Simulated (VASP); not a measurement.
Runs of VASP 6.6.1 on Ir. The structure is that of space group Fm-3m (No. 225), or close to it. The cells are those of the table. 

```tsv
task	cell	k mesh for the DOS	occupations for the DOS	gap on the mesh (eV)	pressure (GPa)
single point	a = 2.700 Å, angles 60.0°, 1 atom	-	-	none	16.3
single point	a = 2.773 Å, angles 60.0°, 1 atom	-	-	none	(b)
electric field gradients	a = 2.737 Å, angles 60.0°, 1 atom	-	-	none	0.3
single point	a = 2.719 Å, angles 60.0°, 1 atom	-	-	none	7.8
single point	a = 2.755 Å, angles 60.0°, 1 atom	-	-	none	(a)
```

Alike in all rows: level PBE; potentials or basis VASP PAW PBE potentials, release 64 (Ir); no spin polarisation; k mesh 20 × 20 × 20; cutoff (eV) 520; smearing gaussian 0.05 eV.

**Question.** Fill in the values left out.

**Answer.** (a) -6.3; (b) -12.1.

Caveats: spin-orbit coupling is left out, which moves the levels of the heavy elements.

A k mesh can miss the band edges, and the runs leave out spin-orbit coupling on Ir.

A gap of «none» marks levels without a gap at the run's occupations.
